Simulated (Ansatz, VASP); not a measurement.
## N: VASP beside Ansatz

Contents of INCAR:

```
SYSTEM = N
  PREC = Accurate
  ENCUT = 520
  EDIFF = 1E-6
  ISMEAR = -1
  SIGMA = 0.1
  LREAL = .False.
  LASPH = .True.
  NELM = 100
  ALGO = Normal
  ISIF = 2
  LWAVE = .False.
  LCHARG = .False.
  GGA = PS
  NBANDS = 12
```

KPOINTS

```
Automatic mesh
0
Gamma
  8 8 7
  0 0 0
```

Contents of POSCAR:

```
N
1.0
    2.4325254018      0.0000000000      0.0000000000
   -1.2162627009      2.1066283220      0.0000000000
    0.0000000000      0.0000000000      2.3615889657
N
2
Direct
    0.6666666667      0.3333333333      0.2500000000
    0.3333333333      0.6666666667      0.7500000000
```

Input for Ansatz:

```yaml
crystal:
  lattice:
    - [2.4325254017898845, 0.0, 0.0]
    - [-1.2162627008949423, 2.1066283219737927, 0.0]
    - [0.0, 0.0, 2.3615889657241396]
  atoms:
    - { symbol: "N", position: [0.6666666666666666, 0.3333333333333333, 0.25] }
    - { symbol: "N", position: [0.3333333333333333, 0.6666666666666666, 0.75] }
accuracy: low
basis:
  ecutwfc: 500.0
kpoints:
  mp_grid:
    grid: [8, 8, 7]
hamiltonian:
  xc: pbesol
scf:
  occupations:
    method: fermi_dirac
    width: 0.1
output:
  stress: true
```

Alike in both runs: task single point; functional PBEsol; k mesh 8 × 8 × 7; occupations fermi-dirac, width 0.1 eV; no spin polarisation.

|  | VASP | Ansatz |
| --- | --- | --- |
| version | VASP 6.6.1 | Ansatz 0.2.0 |
| potentials or method | VASP PAW PBE potentials, release 64 (N), cutoff 520 eV | plane waves, PAW |
| valence electrons in the cell | 10 | 10 |

|  | VASP | Ansatz | Ansatz less VASP |
| --- | --- | --- | --- |
| pressure (GPa) | 27.5 | 27.3 | -0.24 |
| traceless stress, the component that is largest in VASP (GPa) | -3.43 | -3.56 | -0.131 |

VASP's potentials were made for PBE, not for PBEsol.

The k mesh is coarse, so the values compare programs but aren't converged.
